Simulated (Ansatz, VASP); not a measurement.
K in VASP and in Ansatz

```
K
1.0
    -2.52419    2.52419    2.52419
     2.52419   -2.52419    2.52419
     2.52419    2.52419   -2.52419
K
1
Cartesian
  0.0000 0.0000 0.0000
```

Alike in both runs: task single point; functional LDA; k mesh 9 × 9 × 9; occupations gaussian, width 0.3 eV; no spin polarisation.

|  | VASP | Ansatz |
| --- | --- | --- |
| version | VASP 6.6.1 | Ansatz 0.2.0 |
| potentials or method | VASP PAW LDA potentials, release 64 (K_sv), cutoff 520 eV | plane waves (420 eV) with PAW, scalar-relativistic |
| valence electrons in the cell | 9 | 9 |

|  | VASP | Ansatz | Ansatz less VASP |
| --- | --- | --- | --- |
| pressure (GPa) | 0.0 | 0.0 | +0.02 |

Ansatz warns that its potentials were made for another functional, while VASP's fit it. LDA's correlation is that of Perdew and Zunger in VASP and of Perdew and Wang (1992) in Ansatz.
